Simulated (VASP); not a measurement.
A run of VASP 6.6.1:

Contents of INCAR:

```
SYSTEM = GaBiTe2Se
PREC = Accurate
ENCUT = 600
EDIFF = 1E-6
ISMEAR = 0
SIGMA = 0.1
LREAL = .False.
LASPH = .True.
NELM = 100
ALGO = Normal
ISIF = 3
LWAVE = .False.
LCHARG = .False.
GGA = PE
IBRION = 2
NSW = 90
EDIFFG = -0.04
```

The input KPOINTS:

```
Automatic mesh
0
Gamma
  6 6 2
  0 0 0
```

File POSCAR:

```
GaBiTe2Se
1.0
    4.3399799600      0.0000000000      0.0000000000
   -2.1699899800      3.7585329000      0.0000000000
    0.0000000000      0.0000000000     10.0704663900
Ga Bi Te Se
1 1 2 1
Direct
    0.3333333300      0.6666666700      0.5000000000
    0.6666666700      0.3333333300      0.0000000000
    0.6666666700      0.3333333300      0.5000000000
    0.3333333300      0.6666666700      0.0000000000
    0.0000000000      0.0000000000      0.5000000000
```

Potentials or basis: VASP PAW PBE potentials, release 64 (Ga_d, Bi_d, Te, Se).

Run with:

```console
$ cat potpaw_PBE.64/Ga_d/POTCAR potpaw_PBE.64/Bi_d/POTCAR potpaw_PBE.64/Te/POTCAR potpaw_PBE.64/Se/POTCAR > POTCAR
$ mpirun -np 1 vasp_std > vasp.out
```

Hardware: 1 thread of Intel(R) Xeon(R) 6975P-C (Granite Rapids) (shared host).

**Question.** How long does it take, and how much memory?

**Answer.** It took 10 min on 1 thread of Intel(R) Xeon(R) 6975P-C (Granite Rapids), on a shared host, peak memory 0.39 GiB. Counts: scf iterations 197, k points 14, ion steps 18.
